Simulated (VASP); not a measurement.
SiCl4: single point with PBE+D3(BJ)

The system is SiCl4, in a box.

```
Si Cl
1.0
     6.29750    0.00000    0.00000
    -3.14875    5.45380    0.00000
     0.00000    0.00000   27.92588
Si Cl
1 4
Direct
  0.19616 0.54067 0.71800
  0.10333 0.51445 0.78847
  0.52124 0.54780 0.71090
  0.22728 0.85389 0.69000
  0.92982 0.24616 0.68194
```

```json
{
  "Program": "VASP 6.6.1",
  "Task": "single point",
  "Functional": "PBE",
  "Dispersion": "D3(BJ)",
  "Potentials or basis": "VASP PAW PBE potentials, release 64 (Si, Cl)",
  "Cutoff": "400 eV",
  "k mesh": "4 × 4 × 1",
  "Occupations": "gaussian, width 0.1 eV",
  "Spin": "no spin polarisation",
  "Dipole correction": "yes",
  "Further INCAR settings": "ALGO = Normal; EDIFF = 1e-06; NBANDS = 24; NELMDL = -8"
}
```

```
Largest force                   : 0.101 eV/Å
Gap between the frontier levels : 5.80 eV (least direct gap 5.84 eV)
Dispersion energy per atom      : -0.084 eV
```

Forces in eV/Å, atoms in the order of the input:
```
Si  -0.052 -0.005 -0.068
Cl   0.021  0.006 -0.067
Cl  -0.032  0.001  0.024
Cl   0.034 -0.079  0.053
Cl   0.029  0.076  0.058
```

Levels at points of the mesh, in eV from the valence-band top:
| k point | band 14 | band 15 | band 16 | band 17 | band 18 | band 19 |
| --- | --- | --- | --- | --- | --- | --- |
| (0.00, 0.00, 0.00) | -0.53 | -0.14 | -0.05 | 5.80 | 7.18 | 7.33 |
| (0.50, 0.00, 0.00) | -0.17 | -0.10 | -0.06 | 6.06 | 7.03 | 7.35 |
| (0.00, 0.50, 0.00) | -0.25 | -0.22 | 0.00 | 6.10 | 7.13 | 7.41 |
| (0.50, 0.50, 0.00) | -0.18 | -0.10 | -0.03 | 6.04 | 7.03 | 7.35 |

Wall time 8.2 min on 1 thread of Intel Xeon 8259CL, on a shared host, peak memory 0.76 GiB.
